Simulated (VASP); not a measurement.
# Cu (I4/mmm) in VASP: a series of runs

Runs on Cu. Level: PBEsol. Tasks: single point.

All numbers are computed with VASP 6.6.1; they aren't measurements. Logs are shortened: lines on timing, memory, paths and dates and some standing lists are left out, and cuts for length are marked.

### Step 1. The cell of the first run

The structure is tetragonal, space group I4/mmm (No. 139). The conventional cell has a = 2.799 Å, b = 2.799 Å, c = 2.711 Å, α = 90.00°, β = 90.00°, γ = 90.00°. Cu (site symmetry 4/mmm) has 14 Cu at 2.40 to 2.80 Å within 3.2 Å.

### Step 2. Single point, PBEsol (strain -0.030 along x and y, -0.015 along z)

The input, INCAR:

```
SYSTEM = Cu
PREC = Accurate
ENCUT = 520
EDIFF = 1E-6
ISMEAR = 0
SIGMA = 0.15
LREAL = .FALSE.
LASPH = .TRUE.
NELM = 60
ALGO = Normal
ISIF = 2
LWAVE = .FALSE.
LCHARG = .TRUE.
GGA = PS
LELF = .TRUE.
LVHAR = .TRUE.
NBANDS = 12
```

The input, KPOINTS:

```
Automatic mesh
0
G
  24 24 24
  0 0 0
```

The input, POSCAR:

```
Cu
1.0
   -1.3995095204      1.3995095204      1.3554402282
    1.3995095204     -1.3995095204      1.3554402282
    1.3995095204      1.3995095204     -1.3554402282
Cu
1
Direct
    0.0000000000      0.0000000000      0.0000000000
```

Potentials or basis: VASP PAW PBE potentials, release 64 (Cu).

Started as:

```bash
$ cat potpaw_PBE.64/Cu/POTCAR > POTCAR
$ mpirun -np 1 vasp_std > vasp.out
```

OUTCAR:

```text
SYSTEM = Cu
   PREC = Accurate
   ENCUT = 520
   EDIFF = 1E-6
   ISMEAR = 0
   LREAL = .FALSE.
   LASPH = .TRUE.
   NELM = 60
   ISIF = 2
   GGA = PS

 ion  position               nearest neighbor table
   1  0.000  0.000  0.000-

  LATTYP: Found a body centered tetragonal cell.
 ALAT       =     2.7990190408
 C/A-ratio  =     0.9685109022

  Lattice vectors:

 A1 = (  -1.3995095204,   1.3995095204,   1.3554402282)
 A2 = (   1.3995095204,  -1.3995095204,   1.3554402282)
 A3 = (   1.3995095204,   1.3995095204,  -1.3554402282)

Analysis of symmetry for initial positions (statically):
=====================================================================
 Subroutine PRICEL returns:
 Original cell was already a primitive cell.

 Routine SETGRP: Setting up the symmetry group for a
 body centered tetragonal supercell.

 Subroutine GETGRP returns: Found 16 space group operations
 (whereof 16 operations were pure point group operations)
 out of a pool of 16 trial point group operations.

The static configuration has the point symmetry D_4h.

Analysis of symmetry for dynamics (positions and initial velocities):
=====================================================================
 Subroutine PRICEL returns:
 Original cell was already a primitive cell.

 Routine SETGRP: Setting up the symmetry group for a
 body centered tetragonal supercell.

 Subroutine GETGRP returns: Found 16 space group operations
 (whereof 16 operations were pure point group operations)
 out of a pool of 16 trial point group operations.

The dynamic configuration has the point symmetry D_4h.

 Subroutine INISYM returns: Found 16 space group operations
 (whereof 16 operations are pure point group operations),
 and found     1 'primitive' translations

----------------------------------------------------------------------------------------

                                     Primitive cell

  volume of cell :      10.6192

  direct lattice vectors                    reciprocal lattice vectors
    -1.399509520  1.399509520  1.355440228     0.000000000  0.357268023  0.368883843
     1.399509520 -1.399509520  1.355440228     0.357268023  0.000000000  0.368883843
     1.399509520  1.399509520 -1.355440228     0.357268023  0.357268023  0.000000000

  length of vectors
     2.398848058  2.398848058  2.398848058     0.513532599  0.513532599  0.505253284

  position of ions in fractional coordinates (direct lattice)
     0.000000000  0.000000000  0.000000000

  ion indices of the primitive-cell ions
   primitive index   ion index
                 1           1

----------------------------------------------------------------------------------------

 KPOINTS: Automatic mesh

Automatic generation of k-mesh.
 Grid dimensions read from file:
 generate k-points for:   24   24   24

 Generating k-lattice:

  Cartesian coordinates                     Fractional coordinates (reciprocal lattice)
     0.000000000  0.014886168  0.015370160     0.041666667 -0.000000000  0.000000000
     0.014886168  0.000000000  0.015370160    -0.000000000  0.041666667  0.000000000
     0.014886168  0.014886168  0.000000000     0.000000000  0.000000000  0.041666667

  Length of vectors
     0.021397192  0.021397192  0.021052220

  Shift w.r.t. Gamma in fractional coordinates (k-lattice)
     0.000000000  0.000000000  0.000000000

 Subroutine IBZKPT returns following result:
 ===========================================

 Found   1063 irreducible k-points:

 Following reciprocal coordinates:
            Coordinates               Weight
  0.000000  0.000000  0.000000      1.000000
  0.041667  0.000000  0.000000      8.000000
  0.083333 -0.000000  0.000000      8.000000
  0.125000 -0.000000  0.000000      8.000000
  0.166667 -0.000000  0.000000      8.000000
  0.208333  0.000000 -0.000000      8.000000
[... 16 lines left out ...]
  0.416667  0.041667  0.000000     16.000000
  0.458333  0.041667 -0.000000     16.000000
 [... further k-points ...]
   k-points           NKPTS =   1063   k-points in BZ     NKDIM =   1063   number of bands    NBANDS=     12
   number of dos      NEDOS =    301   number of ions     NIONS =      1
   total plane-waves  NPLWV =   5832
   dimension x,y,z NGX =    18 NGY =   18 NGZ =   18
   dimension x,y,z NGXF=    36 NGYF=   36 NGZF=   36
   ions per type =               1
   NGX,Y,Z   is equivalent  to a cutoff of  12.47, 12.47, 12.47 a.u.
   NGXF,Y,Z  is equivalent  to a cutoff of  24.95, 24.95, 24.95 a.u.
 SYSTEM =  Cu
   PREC   = accura    normal or accurate (medium, high low for compatibility)
   ISTART =      0    job   : 0-new  1-cont  2-samecut
   ICHARG =      2    charge: 1-file 2-atom 10-const
   ISPIN  =      1    spin polarized calculation?
   LNONCOLLINEAR =      F non collinear calculations
   LSORBIT =      F    spin-orbit coupling
   LASPH  =      T    aspherical Exc in radial PAW
   ENCUT  =  520.0 eV  38.22 Ry    6.18 a.u.   4.46  4.46  4.46*2*pi/ulx,y,z
   NELM   =     60;   NELMIN=  2; NELMDL= -5     # of ELM steps
   EDIFF  = 0.1E-05   stopping-criterion for ELM
   LREAL  =      F    real-space projection
   EDIFFG = 0.1E-04   stopping-criterion for IOM
   NSW    =      0    number of steps for IOM
   IBRION =     -1    ionic relax: 0-MD 1-quasi-New 2-CG
   NFREE  =      0    steps in history (QN), initial steepest desc. (CG)
   ISIF   =      2    stress and relaxation
   ISYM   =      2    0-nonsym 1-usesym 2-fastsym
   POTIM  = 0.5000    time-step for ionic-motion
   TEBEG  =    0.0;   TEEND  =   0.0 temperature during run
   PSTRESS=    0.0 pullay stress
   NELECT =      11.0000    total number of electrons
   NUPDOWN=      -1.0000    fix difference up-down
   EMIN   =  10.00;   EMAX   =-10.00  energy-range for DOS
   EFERMI =   0.00;   METHOD = LEGACY
   ISMEAR =     0;   SIGMA  =   0.15  broadening in eV -4-tet -1-fermi 0-gaus
   EFERMI_NEDOS =   21; number of points for ismear=-14 and -15
   IALGO  =     38    algorithm
   IMIX   =      4    mixing-type and parameters
     AMIX     =   0.40;   BMIX     =  1.00
     AMIX_MAG =   1.60;   BMIX_MAG =  1.00
  volume/ion in A,a.u.               =      10.62        71.66
  Fermi-wavevector in a.u.,A,eV,Ry     =   1.656437  3.130213 37.331460  2.743785
  Thomas-Fermi vector in A             =   2.744362
   LORBIT       =      0    0 simple, 1 ext, 2 COOP (PROOUT), +10 PAW based schemes
   GGA     = PS    functional components
   LHFCALC =     F    Hartree Fock is set to
   AEXX    =    0.0000 exact exchange contribution
   IVDW    =     0    specifies the selected vdW correction
   LEPSILON=     F    determine dielectric tensor
   LRPA    =     F    only Hartree local field effects (RPA)
 non-spin polarized calculation
 Gauss-broadening in eV      SIGMA  =   0.15
  energy-cutoff  :      520.00
  volume of cell :       10.62
 maximum number of plane-waves:       313
 NGX is ok and might be reduce to    18
   NGX =  9   NGY =  9   NGZ =  9

 number of electron      11.0000013 magnetization

 Free energy of the ion-electron system (eV)
  ---------------------------------------------------
  ext. energy  EPLUGINS =         0.00000000
  ---------------------------------------------------
  free energy    TOTEN  =        -4.23940783 eV

  energy without entropy =       -4.23541046  energy(sigma->0) =       -4.23740915

 E-fermi :   8.8040     XC(G=0): -13.5425

 val. band max:        8.7964937224   @ k =   0.5000   0.2917   0.0833
 cond. band min:       8.8156922315   @ k =   0.5000   0.1250   0.0417
 fundamental gap:      0.0191985091
 Fermi energy:         8.8040253820

 k-point     1 :       0.0000    0.0000    0.0000
  band No.  band energies     occupation
      1      -1.4365      2.00000
      2       5.2300      2.00000
      3       5.3777      2.00000
      4       5.3777      2.00000
      5       6.4350      2.00000
      6       6.5915      2.00000
      7      34.5673      0.00000
      8      34.5673      0.00000
      9      35.3945      0.00000
     10      39.0835      0.00000
     11      39.5508      0.00000
     12      39.5594      0.00000

 k-point     2 :       0.0417    0.0000    0.0000
  band No.  band energies     occupation
      1      -1.3632      2.00000
      2       5.2352      2.00000
      3       5.3763      2.00000
      4       5.3872      2.00000
      5       6.4338      2.00000
      6       6.5798      2.00000
      7      34.1030      0.00000
      8      34.4087      0.00000
      9      34.9434      0.00000
     10      38.2558      0.00000
     11      38.3440      0.00000
     12      38.6457      0.00000

 k-point     3 :       0.0833   -0.0000    0.0000
  band No.  band energies     occupation
      1      -1.1449      2.00000
      2       5.2195      2.00000
      3       5.3695      2.00000
      4       5.4470      2.00000
      5       6.4280      2.00000
      6       6.5519      2.00000
      7      32.5477      0.00000
      8      34.0097      0.00000
      9      34.0991      0.00000
     10      36.7224      0.00000
     11      37.4419      0.00000
     12      38.0549      0.00000
[... 286 lines left out ...]
 k-point    23 :       0.4167    0.0417    0.0000
  band No.  band energies     occupation
      1       3.0808      2.00000
      2       4.4614      2.00000
      3       6.4050      2.00000
      4       6.6277      2.00000
      5       6.9932      2.00000
      6       7.7594      2.00000
      7      14.9384      0.00000
      8      26.5134      0.00000
      9      27.3706      0.00000
     10      31.7544      0.00000
     11      35.1297      0.00000
     12      43.4281      0.00000

 k-point    24 :       0.4583    0.0417   -0.0000
  band No.  band energies     occupation
      1       3.1318      2.00000
      2       4.4338      2.00000
      3       6.4650      2.00000
      4       6.6401      2.00000
      5       7.1673      2.00000
      6       8.2310      2.00000
      7      13.9967      0.00000
      8      26.3154      0.00000
      9      27.1638      0.00000
     10      31.6980      0.00000
     11      35.1277      0.00000
     12      43.9335      0.00000

 [... further k-points ...]

------------------------ aborting loop because EDIFF is reached ----------------------------------------

  FORCE on cell =-STRESS in cart. coord.  units (eV):
  Direction    XX          YY          ZZ          XY          YZ          ZX
  --------------------------------------------------------------------------------------
  -------------------------------------------------------------------------------------
  Total        0.9200103      0.9200103      0.9248730      0.0000000     -0.0000000      0.0000000
  in kB      138.8069473    138.8069473    139.5406068      0.0000000     -0.0000000      0.0000000
  external PRESSURE =     139.0515005 kB  Pullay stress =       0.0000000 kB

 VOLUME and BASIS-vectors are now :
 -----------------------------------------------------------------------------
  energy-cutoff  :      520.00
  volume of cell :       10.62
      direct lattice vectors                 reciprocal lattice vectors
    -1.399509520  1.399509520  1.355440228     0.000000000  0.357268023  0.368883843
     1.399509520 -1.399509520  1.355440228     0.357268023  0.000000000  0.368883843
     1.399509520  1.399509520 -1.355440228     0.357268023  0.357268023  0.000000000

 POSITION                                       TOTAL-FORCE (eV/Angst)
 -----------------------------------------------------------------------------------
      0.00000      0.00000      0.00000         0.000000      0.000000     -0.000000
 -----------------------------------------------------------------------------------
    total drift:                                0.000000      0.000000      0.000000

  FREE ENERGIE OF THE ION-ELECTRON SYSTEM (eV)
  ---------------------------------------------------
  free  energy   TOTEN  =        -4.2394078308 eV

  energy  without entropy=       -4.2354104626  energy(sigma->0) =       -4.23740915
```

Wall time 46 s (1 thread of Intel Xeon 6975P-C (Granite Rapids), shared host); peak memory 0.24 GiB.

What came out:

* Free energy: -4.2394 eV
* Pressure: 13.9 GPa

Levels at points of the mesh, in eV from the Fermi level:
```tsv
k point	band 3	band 4	band 5	band 6	band 7	band 8	band 9	band 10
(0.00, 0.00, 0.00)	-3.43	-3.43	-2.37	-2.21	25.76	25.76	26.59	30.28
(0.50, 0.00, 0.00)	-2.31	-2.10	-1.42	-0.83	5.05	18.07	18.53	22.40
(0.50, 0.50, 0.00)	-2.44	-2.19	-1.44	-1.09	4.68	18.92	19.55	23.21
(0.50, 0.50, 0.50)	-1.64	-1.64	-1.60	8.20	8.20	9.51	14.07	14.64
```

Caveat: the cell differs from its parent crystal (strain -0.030 along x and y, -0.015 along z); the PAW data sets were made with another functional, which shifts forces and pressure a little.

### Step 3. Single point, PBEsol (strain -0.030 along x and y, +0.000 along z)

The input, INCAR:

```
SYSTEM = Cu
PREC = Accurate
ENCUT = 520
EDIFF = 1E-7
ISMEAR = 0
SIGMA = 0.15
LREAL = .FALSE.
LASPH = .TRUE.
NELM = 80
ALGO = Fast
ISIF = 2
LWAVE = .FALSE.
LCHARG = .FALSE.
GGA = PS
NBANDS = 12
```

KPOINTS is that of step 2.

The input, POSCAR:

```
Cu
1.0
   -1.3995095204      1.3995095204      1.3760814500
    1.3995095204     -1.3995095204      1.3760814500
    1.3995095204      1.3995095204     -1.3760814500
Cu
1
Direct
    0.0000000000      0.0000000000      0.0000000000
```

Potentials or basis: VASP PAW PBE potentials, release 64 (Cu).

Started as:

```bash
$ cat potpaw_PBE.64/Cu/POTCAR > POTCAR
$ mpirun -np 1 vasp_std > vasp.out
```

OUTCAR:

```text
SYSTEM = Cu
   PREC = Accurate
   ENCUT = 520
   EDIFF = 1E-7
   ISMEAR = 0
   LREAL = .FALSE.
   LASPH = .TRUE.
   NELM = 80
   ISIF = 2
   GGA = PS

 ion  position               nearest neighbor table
   1  0.000  0.000  0.000-

  LATTYP: Found a body centered tetragonal cell.
 ALAT       =     2.7990190408
 C/A-ratio  =     0.9832597992

  Lattice vectors:

 A1 = (  -1.3995095204,   1.3995095204,   1.3760814500)
 A2 = (   1.3995095204,  -1.3995095204,   1.3760814500)
 A3 = (   1.3995095204,   1.3995095204,  -1.3760814500)
[... 532 lines left out ...]
      4       6.4190      2.00000
      5       6.9669      2.00000
      6       8.0137      2.00000
      7      13.6384      0.00000
      8      26.0847      0.00000
      9      26.9179      0.00000
     10      31.4203      0.00000
     11      34.7632      0.00000
     12      43.5065      0.00000

 [... further k-points ...]
[... 5 lines left out ...]
  --------------------------------------------------------------------------------------
  -------------------------------------------------------------------------------------
  Total        0.7062977      0.7062977      0.7075744      0.0000000      0.0000000      0.0000000
  in kB      104.9645254    104.9645254    105.1542580      0.0000000      0.0000000      0.0000000
  external PRESSURE =     105.0277696 kB  Pullay stress =       0.0000000 kB

 VOLUME and BASIS-vectors are now :
 -----------------------------------------------------------------------------
  energy-cutoff  :      520.00
  volume of cell :       10.78
      direct lattice vectors                 reciprocal lattice vectors
    -1.399509520  1.399509520  1.376081450     0.000000000  0.357268023  0.363350585
     1.399509520 -1.399509520  1.376081450     0.357268023  0.000000000  0.363350585
     1.399509520  1.399509520 -1.376081450     0.357268023  0.357268023  0.000000000

 POSITION                                       TOTAL-FORCE (eV/Angst)
 -----------------------------------------------------------------------------------
      0.00000      0.00000      0.00000         0.000000      0.000000      0.000000
 -----------------------------------------------------------------------------------
    total drift:                                0.000000      0.000000      0.000000

  FREE ENERGIE OF THE ION-ELECTRON SYSTEM (eV)
  ---------------------------------------------------
  free  energy   TOTEN  =        -4.2518325722 eV

  energy  without entropy=       -4.2477399417  energy(sigma->0) =       -4.24978626
```

OSZICAR:

```text
N       E                     dE             d eps       ncg     rms          rms(c)
DAV:   1     0.412782061198E+02    0.41278E+02   -0.53850E+03 28784   0.158E+03
DAV:   2    -0.406659161161E+01   -0.45345E+02   -0.41893E+02 26364   0.207E+02
DAV:   3    -0.534669349392E+01   -0.12801E+01   -0.12720E+01 29616   0.394E+01
DAV:   4    -0.535397120395E+01   -0.72777E-02   -0.72767E-02 28688   0.264E+00
DAV:   5    -0.535403505148E+01   -0.63848E-04   -0.63847E-04 29568   0.250E-01    0.833E+00
RMM:   6    -0.457574414087E+01    0.77829E+00   -0.31926E+00 32019   0.331E+01    0.413E+00
RMM:   7    -0.427294723545E+01    0.30280E+00   -0.40315E-01 31818   0.113E+01    0.115E+00
RMM:   8    -0.425425512193E+01    0.18692E-01   -0.18189E-02 32879   0.135E+00    0.394E-01
RMM:   9    -0.425171094735E+01    0.25442E-02   -0.55735E-03 33084   0.148E+00    0.363E-02
RMM:  10    -0.425182900814E+01   -0.11806E-03   -0.69902E-04 34352   0.332E-01    0.158E-02
RMM:  11    -0.425183501469E+01   -0.60066E-05   -0.11911E-04 33877   0.192E-01    0.276E-02
RMM:  12    -0.425183168310E+01    0.33316E-05   -0.40111E-05 36430   0.779E-02    0.390E-03
RMM:  13    -0.425183254912E+01   -0.86602E-06   -0.74581E-06 33763   0.261E-02    0.212E-03
RMM:  14    -0.425183277938E+01   -0.23026E-06   -0.77160E-07 29716   0.115E-02    0.331E-03
RMM:  15    -0.425183259586E+01    0.18352E-06   -0.50141E-07 28759   0.965E-03    0.208E-04
RMM:  16    -0.425183257220E+01    0.23653E-07   -0.10986E-07 20051   0.287E-03
   1 F= -.42518326E+01 E0= -.42497863E+01  d E =-.409263E-02
```

stdout:

```text
POSCAR found type information on POSCAR Cu
 POSCAR found :  1 types and       1 ions
 scaLAPACK will be used
 -----------------------------------------------------------------------------
|                                                                             |
|                                                                             |
|     You enforced a specific xc type in the INCAR file but a different       |
[... 27 lines left out ...]
WARNING in EDDRMM: call to ZHEGV failed, returncode =   6  3      9
WARNING in EDDRMM: call to ZHEGV failed, returncode =   6  3      9
WARNING in EDDRMM: call to ZHEGV failed, returncode =   8  4     12
WARNING in EDDRMM: call to ZHEGV failed, returncode =   6  3      7
WARNING in EDDRMM: call to ZHEGV failed, returncode =   6  3      9
WARNING in EDDRMM: call to ZHEGV failed, returncode =   6  3      9
WARNING in EDDRMM: call to ZHEGV failed, returncode =   6  3      9
```

Run time: 60 s. Hardware: 1 thread of Intel Xeon 6975P-C (Granite Rapids), shared host; peak memory 0.24 GiB.

What came out:

* Free energy: -4.2518 eV
* Pressure: 10.5 GPa

Caveat: the cell differs from its parent crystal (strain -0.030 along x and y, +0.000 along z); the PAW data sets were made with another functional, which shifts forces and pressure a little.

(Part 1 of 2 ends here.)
